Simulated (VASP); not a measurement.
# SnSe2 (P-3m1) in VASP: notebook, part 2 of 2

VASP 6.6.1. The steps go on from the part before.

**3. Relaxation of cell and atoms, PBE+D3(BJ)**

This run uses another cell than the first one, of 27.64 Å³/atom.

Input file INCAR:

```
SYSTEM = SnSe2
PREC = Accurate ; ENCUT = 600
EDIFF = 1E-6 ; ISMEAR = 0
SIGMA = 0.02 ; LREAL = .False.
LASPH = .True. ; NELM = 80
ALGO = Normal ; ISIF = 3
LWAVE = .False. ; LCHARG = .False.
GGA = PE ; IVDW = 12
IBRION = 2 ; NSW = 70
EDIFFG = -0.02
```

Input file KPOINTS:

```
Automatic mesh
0
Gamma
  9 9 4
  0 0 0
```

Input file POSCAR:

```
SnSe2
1.0
    3.8418990000      0.0000000000      0.0000000000
   -1.9209500000      3.3271820000      0.0000000000
    0.0000000000      0.0000000000      6.4858800000
Sn Se
1 2
Direct
    0.0000000000      0.0000000000      0.0000000000
    0.6666670000      0.3333330000      0.7570990000
    0.3333330000      0.6666670000      0.2429010000
```

Potentials or basis: VASP PAW PBE potentials, release 64 (Sn_d, Se).

Started as:

```console
cat potpaw_PBE.64/Sn_d/POTCAR potpaw_PBE.64/Se/POTCAR > POTCAR
mpirun -np 1 vasp_std > vasp.out
```

OUTCAR:

```text
SYSTEM = SnSe2
   PREC = Accurate
   ENCUT = 600
   EDIFF = 1E-6
   ISMEAR = 0
   LREAL = .False.
   LASPH = .True.
   NELM = 80
   ISIF = 3
   GGA = PE
   IVDW = 12
   IBRION = 2
   NSW = 70
   EDIFFG = -0.02
 IVDW          = 12

 ion  position               nearest neighbor table
   1  0.000  0.000  0.000-   2 2.72   3 2.72   2 2.72   3 2.72   2 2.72   3 2.72
   2  0.667  0.333  0.757-   1 2.72   1 2.72   1 2.72
   3  0.333  0.667  0.243-   1 2.72   1 2.72   1 2.72

  LATTYP: Found a hexagonal cell.
 ALAT       =     3.8418990000
 C/A-ratio  =     1.6881963841

  Lattice vectors:

 A1 = (   3.8418990000,   0.0000000000,   0.0000000000)
 A2 = (  -1.9209500000,   3.3271820000,   0.0000000000)
 A3 = (   0.0000000000,   0.0000000000,   6.4858800000)

Analysis of symmetry for initial positions (statically):
=====================================================================
 Subroutine PRICEL returns:
 Original cell was already a primitive cell.

 Routine SETGRP: Setting up the symmetry group for a
 hexagonal supercell.

 Subroutine GETGRP returns: Found 12 space group operations
 (whereof 12 operations were pure point group operations)
 out of a pool of 24 trial point group operations.

The static configuration has the point symmetry D_3d.

Analysis of symmetry for dynamics (positions and initial velocities):
=====================================================================
 Subroutine PRICEL returns:
 Original cell was already a primitive cell.

 Routine SETGRP: Setting up the symmetry group for a
 hexagonal supercell.

 Subroutine GETGRP returns: Found 12 space group operations
 (whereof 12 operations were pure point group operations)
 out of a pool of 24 trial point group operations.

The dynamic configuration has the point symmetry D_3d.

 Subroutine INISYM returns: Found 12 space group operations
 (whereof 12 operations are pure point group operations),
 and found     1 'primitive' translations

----------------------------------------------------------------------------------------

                                     Primitive cell

  volume of cell :      82.9070

  direct lattice vectors                    reciprocal lattice vectors
     3.841899000  0.000000000  0.000000000     0.260287946  0.150277361  0.000000000
    -1.920950000  3.327182000  0.000000000     0.000000000  0.300554644  0.000000000
     0.000000000  0.000000000  6.485880000     0.000000000  0.000000000  0.154181083

  length of vectors
     3.841899000  3.841899135  6.485880000     0.300554654  0.300554644  0.154181083

  position of ions in fractional coordinates (direct lattice)
     0.000000000  0.000000000  0.000000000
     0.666667000  0.333333000  0.757099000
     0.333333000  0.666667000  0.242901000

  ion indices of the primitive-cell ions
   primitive index   ion index
                 1           1
                 2           2
                 3           3

----------------------------------------------------------------------------------------

 KPOINTS: Automatic mesh

Automatic generation of k-mesh.
 Grid dimensions read from file:
 generate k-points for:    9    9    4

 Generating k-lattice:

  Cartesian coordinates                     Fractional coordinates (reciprocal lattice)
     0.028920883  0.016697485  0.000000000     0.111111111  0.000000000  0.000000000
     0.000000000  0.033394960  0.000000000     0.000000000  0.111111111  0.000000000
     0.000000000  0.000000000  0.038545271     0.000000000  0.000000000  0.250000000

  Length of vectors
     0.033394962  0.033394960  0.038545271

  Shift w.r.t. Gamma in fractional coordinates (k-lattice)
     0.000000000  0.000000000  0.000000000

 Subroutine IBZKPT returns following result:
 ===========================================

 Found     43 irreducible k-points:

 Following reciprocal coordinates:
            Coordinates               Weight
  0.000000  0.000000  0.000000      1.000000
  0.111111  0.000000  0.000000      6.000000
  0.222222  0.000000  0.000000      6.000000
  0.333333 -0.000000  0.000000      6.000000
  0.444444  0.000000  0.000000      6.000000
  0.111111  0.111111  0.000000      6.000000
[... 16 lines left out ...]
  0.222222  0.111111  0.250000     12.000000
 -0.111111  0.333333  0.250000     12.000000
 [... further k-points ...]
   k-points           NKPTS =     43   k-points in BZ     NKDIM =     43   number of bands    NBANDS=     17
   number of dos      NEDOS =    301   number of ions     NIONS =      3
   total plane-waves  NPLWV =  55296
   dimension x,y,z NGX =    32 NGY =   32 NGZ =   54
   dimension x,y,z NGXF=    64 NGYF=   64 NGZF=  108
   ions per type =               1   2
   NGX,Y,Z   is equivalent  to a cutoff of  13.85, 13.85, 13.84 a.u.
   NGXF,Y,Z  is equivalent  to a cutoff of  27.69, 27.69, 27.68 a.u.
 SYSTEM =  SnSe2
   PREC   = accura    normal or accurate (medium, high low for compatibility)
   ISTART =      0    job   : 0-new  1-cont  2-samecut
   ICHARG =      2    charge: 1-file 2-atom 10-const
   ISPIN  =      1    spin polarized calculation?
   LNONCOLLINEAR =      F non collinear calculations
   LSORBIT =      F    spin-orbit coupling
   LASPH  =      T    aspherical Exc in radial PAW
   ENCUT  =  600.0 eV  44.10 Ry    6.64 a.u.   7.67  7.67 12.95*2*pi/ulx,y,z
   NELM   =     80;   NELMIN=  2; NELMDL= -5     # of ELM steps
   EDIFF  = 0.1E-05   stopping-criterion for ELM
   LREAL  =      F    real-space projection
   EDIFFG = -.2E-01   stopping-criterion for IOM
   NSW    =     70    number of steps for IOM
   IBRION =      2    ionic relax: 0-MD 1-quasi-New 2-CG
   NFREE  =      1    steps in history (QN), initial steepest desc. (CG)
   ISIF   =      3    stress and relaxation
   ISYM   =      2    0-nonsym 1-usesym 2-fastsym
   POTIM  = 0.5000    time-step for ionic-motion
   TEBEG  =    0.0;   TEEND  =   0.0 temperature during run
   PSTRESS=    0.0 pullay stress
   NELECT =      26.0000    total number of electrons
   NUPDOWN=      -1.0000    fix difference up-down
   EMIN   =  10.00;   EMAX   =-10.00  energy-range for DOS
   EFERMI =   0.00;   METHOD = LEGACY
   ISMEAR =     0;   SIGMA  =   0.02  broadening in eV -4-tet -1-fermi 0-gaus
   EFERMI_NEDOS =   21; number of points for ismear=-14 and -15
   IALGO  =     38    algorithm
   IMIX   =      4    mixing-type and parameters
     AMIX     =   0.40;   BMIX     =  1.00
     AMIX_MAG =   1.60;   BMIX_MAG =  1.00
  volume/ion in A,a.u.               =      27.64       186.49
  Fermi-wavevector in a.u.,A,eV,Ry     =   1.112249  2.101846 16.831747  1.237099
  Thomas-Fermi vector in A             =   2.248821
   LORBIT       =      0    0 simple, 1 ext, 2 COOP (PROOUT), +10 PAW based schemes
   GGA     = PE    functional components
   LHFCALC =     F    Hartree Fock is set to
   AEXX    =    0.0000 exact exchange contribution
   IVDW    =    12    specifies the selected vdW correction
   LEPSILON=     F    determine dielectric tensor
   LRPA    =     F    only Hartree local field effects (RPA)
 conjugate gradient relaxation of ions
 non-spin polarized calculation
 Gauss-broadening in eV      SIGMA  =   0.02
  energy-cutoff  :      600.00
  volume of cell :       82.91
 maximum number of plane-waves:      2798
 NGX is ok and might be reduce to    32
   NGX = 15   NGY = 15   NGZ = 25

--------------------------------------- Ionic step        1  -------------------------------------------

 number of electron      25.9999999 magnetization

 Free energy of the ion-electron system (eV)
  ---------------------------------------------------
  ext. energy  EPLUGINS =         0.00000000
  ---------------------------------------------------
  free energy    TOTEN  =       -11.85224515 eV

  energy without entropy =      -11.85224515  energy(sigma->0) =      -11.85224515

------------------------ aborting loop because EDIFF is reached ----------------------------------------

 Edisp (eV)   -1.00545

 E8    (eV) :    -0.4400
[... 108 lines left out ...]
  FREE ENERGIE OF THE ION-ELECTRON SYSTEM (eV)
  ---------------------------------------------------
  free  energy   TOTEN  =       -12.8648525526 eV

  energy  without entropy=      -12.8648525526  energy(sigma->0) =      -12.86485255

 E-fermi :   4.0763     XC(G=0):  -9.3543

 val. band max:        3.9421848297   @ k =   0.1111   0.0000   0.2500
 cond. band min:       4.5913346311   @ k =   0.4444   0.0000   0.5000
 fundamental gap:      0.6491498015
 Fermi energy:         4.0762899031

 k-point     1 :       0.0000    0.0000    0.0000
  band No.  band energies     occupation
      1     -17.3224      2.00000
      2     -17.3224      2.00000
      3     -17.2805      2.00000
      4     -17.2699      2.00000
      5     -17.2699      2.00000
      6      -9.8548      2.00000
[... 459 lines left out ...]
      6      -8.9969      2.00000
[... 9 lines left out ...]
     16       8.9947      0.00000
     17      10.1937      0.00000

 [... further k-points ...]

[... ionic steps 4 to 9 ...]

--------------------------------------- Ionic step       10  -------------------------------------------

 number of electron      25.9999996 magnetization

------------------------ aborting loop because EDIFF is reached ----------------------------------------
[... 77 lines left out ...]
--------------------------------------- Ionic step       12  -------------------------------------------

 number of electron      25.9999996 magnetization

 Free energy of the ion-electron system (eV)
  ---------------------------------------------------
  ext. energy  EPLUGINS =         0.00000000
  ---------------------------------------------------
  free energy    TOTEN  =       -11.80463328 eV

  energy without entropy =      -11.80463328  energy(sigma->0) =      -11.80463328

 E-fermi :   4.5362     XC(G=0):  -9.5747

 val. band max:        4.4330323658   @ k =   0.1111   0.0000   0.0000
 cond. band min:       4.9313413067   @ k =   0.0000   0.4444   0.2500
 fundamental gap:      0.4983089409
 Fermi energy:         4.5362255204

 k-point     1 :       0.0000    0.0000    0.0000
  band No.  band energies     occupation
      1     -16.9555      2.00000
      2     -16.9555      2.00000
      3     -16.9214      2.00000
      4     -16.9103      2.00000
      5     -16.9103      2.00000
      6      -9.4934      2.00000
[... 505 lines left out ...]
  FREE ENERGIE OF THE ION-ELECTRON SYSTEM (eV)
  ---------------------------------------------------
  free  energy   TOTEN  =       -12.8983776727 eV

  energy  without entropy=      -12.8983776727  energy(sigma->0) =      -12.89837767

 reached required accuracy - stopping structural energy minimisation
```

OSZICAR:

```text
N       E                     dE             d eps       ncg     rms          rms(c)
DAV:   1     0.203736172782E+03    0.20374E+03   -0.13384E+04  1463   0.185E+03
DAV:   2     0.109341197283E+02   -0.19280E+03   -0.18939E+03  1569   0.405E+02
DAV:   3    -0.113992022943E+02   -0.22333E+02   -0.21767E+02  1905   0.126E+02
[... 99 lines left out ...]
DAV:   1    -0.118053379409E+02   -0.16534E-02   -0.27647E-02  1560   0.133E+00    0.143E-01
DAV:   2    -0.118048250982E+02    0.51284E-03   -0.14189E-03  1987   0.435E-01    0.850E-02
DAV:   3    -0.118046429460E+02    0.18215E-03   -0.40990E-04  1978   0.266E-01    0.267E-02
DAV:   4    -0.118046335682E+02    0.93777E-05   -0.74580E-05  2034   0.852E-02    0.982E-03
DAV:   5    -0.118046332809E+02    0.28729E-06   -0.77172E-06  1793   0.278E-02
  12 F= -.12898378E+02 E0= -.12898378E+02  d E =-.303655E-03
```

CONTCAR:

```text
SnSe2
   1.00000000000000
     3.8391117737327511    0.0000000009063856    0.0000000000000000
    -1.9195563857186819    3.3247681913064842    0.0000000000000000
    -0.0000000000000001    0.0000000000000000    6.0016615525077635
  Sn              Se
     1     2
Direct
     0.0000000000000000    0.0000000000000000    0.0000000000000000
     0.6666669999999968    0.3333330000000032    0.7338711286976602
     0.3333330000000032    0.6666669999999968    0.2661288713023397

  0.00000000E+00  0.00000000E+00  0.00000000E+00
  0.00000000E+00  0.00000000E+00  0.00000000E+00
  0.00000000E+00  0.00000000E+00  0.00000000E+00
```

It took 4.6 min on 1 thread of Intel Xeon Platinum 8559C (Emerald Rapids), shared host; peak memory 0.29 GiB.

Results:

| Item | Value |
| --- | --- |
| Free energy | -12.8984 eV |
| Relaxed volume | 25.54 Å³/atom |
| Relaxed cell | a = 3.839 Å, b = 3.839 Å, c = 6.002 Å, α = 90.00°, β = 90.00°, γ = 120.00° |
| Space group after relaxing (to 0.1 Å) | P-3m1 (No. 164) |
| Energy gained by relaxing | 13.6 meV/atom |
| Ionic steps | 12 |
| Pressure after relaxing | 0.0 GPa |
| Largest force after relaxing | 0.016 eV/Å |
| Band gap on the k mesh | 0.50 eV (least direct gap 0.81 eV) |
| Dispersion energy per atom | -0.365 eV |

Forces on the atoms (eV/Å):
```
Sn   0.000  0.000  0.000
Se   0.000  0.000  0.016
Se   0.000  0.000 -0.016
```

The path:
```csv
step,energy change (eV),largest force (eV/Å),pressure (GPa),volume (Å³)
1,0.0000,0.2655,-0.05,82.91
2,-0.0054,0.1386,-0.42,82.80
3,-0.0072,0.0103,-0.77,82.68
4,-0.0104,0.0215,-0.53,82.05
5,-0.0157,0.0562,0.21,80.18
6,-0.0159,0.0667,0.46,79.61
7,-0.0198,0.0644,0.47,79.23
8,-0.0296,0.0582,0.49,78.09
9,-0.0381,0.0479,0.80,75.77
10,-0.0394,0.1003,-0.52,77.08
11,-0.0404,0.0431,-0.03,76.56
12,-0.0407,0.0160,0.00,76.61
```

Final structure:
```
Sn Se
1.0
     3.83911    0.00000    0.00000
    -1.91956    3.32477    0.00000
     0.00000    0.00000    6.00166
Sn Se
1 2
Direct
  0.00000 0.00000 0.00000
  0.66667 0.33333 0.73387
  0.33333 0.66667 0.26613
```

Caveat: semilocal functionals underestimate gaps, and a narrow one can read as zero; spin-orbit coupling is left out, which moves the levels of the heavy elements.
